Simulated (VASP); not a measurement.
Write the native input for VASP 6.6.1 that does the following.

```
Task                   : single point
Functional             : PBE
Potentials or basis    : VASP PAW PBE potentials, release 64 (Au)
Cutoff                 : 520 eV
k mesh                 : 15 × 15 × 15
Occupations            : fermi-dirac, width 0.0612256 eV
Spin                   : no spin polarisation
Dipole correction      : no
Further INCAR settings : ALGO = Normal; EDIFF = 1e-06; NBANDS = 12
```

The structure of Au lies in POSCAR:

```
Au
1.0
    0.0000000000      2.0786717084      2.0786717084
    2.0786717084      0.0000000000      2.0786717084
    2.0786717084      2.0786717084      0.0000000000
Au
1
Direct
    0.0000000000      0.0000000000      0.0000000000
```

The input as run:

INCAR

```
SYSTEM = Au
ALGO = Normal ; EDIFF = 1E-6
ENCUT = 520 ; GGA = PE
ISIF = 2 ; ISMEAR = -1
LASPH = .True. ; LCHARG = .False.
LREAL = .False. ; LWAVE = .False.
NBANDS = 12 ; NELM = 60
PREC = Accurate ; SIGMA = 0.06122561905347299
```

KPOINTS

```
k-points
0
Gamma
  15 15 15
  0 0 0
```

Potentials or basis: VASP PAW PBE potentials, release 64 (Au).

Command:

```bash
$ cat potpaw_PBE.64/Au/POTCAR > POTCAR
$ mpirun -np 1 vasp_std > vasp.out
```

Results of the run:

* Pressure: -0.3 GPa

It took 38 s on 1 thread of AMD EPYC 7R43 64-Core Processor (Zen 3), with other jobs on the host, peak memory 0.12 GiB.
